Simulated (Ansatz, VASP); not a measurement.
Two plane-wave programs on SnO2

INCAR

```
SYSTEM = SnO2
PREC = Accurate
ENCUT = 520
EDIFF = 1E-6
ISMEAR = 0
SIGMA = 0.05
LREAL = .FALSE.
LASPH = .TRUE.
NELM = 80
ALGO = Normal
ISIF = 2
LWAVE = .FALSE.
LCHARG = .FALSE.
GGA = PE
IVDW = 12
NBANDS = 49
```

File KPOINTS:

```
Automatic mesh
0
G
  9 9 2
  0 0 0
```

POSCAR

```
SnO2
1.0
   -3.2372529198      0.0000000000      0.0000000000
   -1.6186264599     -2.8035432670      0.0000000000
   -0.4855879380     -0.2803543268     13.6754773976
Sn O
3 6
Direct
    0.6195931794      0.6195931794      0.4707348724
    0.9843098837     -0.0156901163      0.1569011630
    0.2548764752      0.2548764752      0.7845685818
    0.6437332666      0.6437332666      0.2293340005
    0.9142998581     -0.0857001419      0.8570014193
    0.2790165623      0.2790165623      0.5431677099
    0.5954530922      0.5954530922      0.7121357442
    0.9601697965     -0.0398302035      0.3983020348
    0.3248865008      0.3248865008      0.0844683255
```

Input for Ansatz:

```yaml
crystal:
  lattice:
    - [-3.2372529198, 0.0, 0.0]
    - [-1.6186264599, -2.803543267, 0.0]
    - [-0.485587938, -0.2803543268, 13.6754773976]
  atoms:
    - { symbol: Sn, position: [0.6195931794, 0.6195931794, 0.4707348724] }
    - { symbol: Sn, position: [0.9843098837, -0.0156901163, 0.156901163] }
    - { symbol: Sn, position: [0.2548764752, 0.2548764752, 0.7845685818] }
    - { symbol: O, position: [0.6437332666, 0.6437332666, 0.2293340005] }
    - { symbol: O, position: [0.9142998581, -0.0857001419, 0.8570014193] }
    - { symbol: O, position: [0.2790165623, 0.2790165623, 0.5431677099] }
    - { symbol: O, position: [0.5954530922, 0.5954530922, 0.7121357442] }
    - { symbol: O, position: [0.9601697965, -0.0398302035, 0.3983020348] }
    - { symbol: O, position: [0.3248865008, 0.3248865008, 0.0844683255] }
basis:
  ecutwfc: 520.0
kpoints:
  mp_grid: { grid: [9, 9, 2] }
hamiltonian:
  xc: pbe
  pseudopotentials: { kind: paw, azcp: { folder: soft_1 } }
  dispersion: d3bj
scf:
  occupations: { method: gaussian, width: 0.05 }
output:
  forces: true
  stress: true
  eigenvalues: true
```

Alike in both runs: task single point; functional PBE; dispersion D3(BJ); k mesh 9 × 9 × 2; occupations gaussian, width 0.05 eV; no spin polarisation.

|  | VASP | Ansatz |
| --- | --- | --- |
| version | VASP 6.6.1 | Ansatz 0.2.0 |
| potentials or method | VASP PAW PBE potentials, release 64 (Sn_d, O), cutoff 520 eV | scalar-relativistic, plane waves, PAW |
| valence electrons in the cell | 78 | 78 |

VASP gave:

```
gap on the k mesh at the Fermi level (eV)                     : 1.77
least direct gap on the mesh (eV)                             : 1.84
pressure (GPa)                                                : 0.2
traceless stress, the component that is largest in VASP (GPa) : -0.17
rms of the force components (eV/Å)                            : 0.077
```

Q: Estimate Ansatz's values.

A: gap on the k mesh at the Fermi level (eV): 1.79; least direct gap on the mesh (eV): 1.86; pressure (GPa): -0.4; traceless stress, the component that is largest in VASP (GPa): 0.24; rms of the force components (eV/Å): 0.060.

Atom by atom the forces differ by 0.026 eV/Å (rms over components).
